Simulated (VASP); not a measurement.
InAs:

```
CELL_PARAMETERS angstrom
0.00000 3.01800 3.01800
3.01800 0.00000 3.01800
3.01800 3.01800 0.00000
ATOMIC_POSITIONS crystal
In 0.00000 0.00000 0.00000
As 0.75000 0.75000 0.75000
```

* Program: VASP 6.6.1
* Task: relaxation of cell and atoms
* Functional: revPBE
* Dispersion: D3(BJ)
* Potentials or basis: VASP PAW PBE potentials, release 64 (In_d, As)
* Cutoff: 600 eV
* k mesh: 8 × 8 × 8
* Occupations: fermi-dirac, width 0.05 eV
* Spin: no spin polarisation

At the start: pressure 1.6 GPa; volume 27.49 Å³/atom.

Q: Where does the relaxation end?

A: Over 3 steps the energy falls by 3.8 meV/atom and the volume is 28.25 Å³/atom (+2.8 %); space group F-43m (No. 216, to 0.05 Å).

Step by step:
```
step  energy change (eV)  largest force (eV/Å)  pressure (GPa)  volume (Å³)
   1              0.0000                0.0000            1.63        54.98
   2             -0.0059                0.0000           -0.70        57.24
   3             -0.0075                0.0000            0.02        56.50
```

Final structure:
```cif
data_structure
_symmetry_space_group_name_H-M 'P 1'
_symmetry_Int_Tables_number 1
_cell_length_a 4.3071
_cell_length_b 4.3071
_cell_length_c 4.3071
_cell_angle_alpha 60.000
_cell_angle_beta 60.000
_cell_angle_gamma 60.000
_cell_volume 56.50
loop_
_atom_site_label
_atom_site_type_symbol
_atom_site_fract_x
_atom_site_fract_y
_atom_site_fract_z
_atom_site_occupancy
In1 In 0.00000 0.00000 0.00000 1
As1 As 0.75000 0.75000 0.75000 1
```

Caveat: the PAW data sets were made with another functional, which shifts forces and pressure a little; pairwise dispersion overbinds metals, which lowers pressure and volume.
